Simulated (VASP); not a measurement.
Set up this calculation in VASP 6.6.1, as the native input.

```yaml
Task: single point
Functional: PBEsol
Potentials_or_basis: VASP PAW PBE potentials, release 64 (Zr_sv, Sc_sv)
Cutoff: 520 eV
k_mesh: 10 × 10 × 6
Occupations: fermi-dirac, width 0.15 eV
Spin: no spin polarisation
Dipole_correction: no
Further_INCAR_settings: ALGO = Normal; EDIFF = 1e-06; NBANDS = 18
```

The structure of ZrSc lies in POSCAR:

```
ZrSc
1.0
    3.2828500000      0.0000000000      0.0000000000
   -1.6414200000      2.8430300000      0.0000000000
    0.0000000000      0.0000000000      5.1550100000
Zr Sc
1 1
Direct
    0.6666666667      0.3333333333      0.0000000000
    0.0000000000      0.0000000000      0.5000000000
```

The input as run:

INCAR

```
SYSTEM = ZrSc
  ALGO = Normal
  EDIFF = 1E-6
  ENCUT = 520
  GGA = PS
  ISIF = 2
  ISMEAR = -1
  LASPH = .True.
  LCHARG = .True.
  LELF = .True.
  LREAL = .False.
  LVHAR = .True.
  LWAVE = .False.
  NBANDS = 18
  NELM = 80
  PREC = Accurate
  SIGMA = 0.15
```

KPOINTS

```
k-points
0
Gamma
  10 10 6
  0 0 0
```

Potentials or basis: VASP PAW PBE potentials, release 64 (Zr_sv, Sc_sv).

Launch:

```console
$ cat potpaw_PBE.64/Zr_sv/POTCAR potpaw_PBE.64/Sc_sv/POTCAR > POTCAR
$ mpirun -np 1 vasp_std > vasp.out
```

It gave:

```yaml
Pressure: -3.5 GPa
```

Caveat: the PAW data sets were made with another functional, which shifts forces and pressure a little.

It took 77 s on 1 thread of AMD EPYC 7R43 64-Core Processor (Zen 3), with other jobs on the host, peak memory 0.16 GiB.
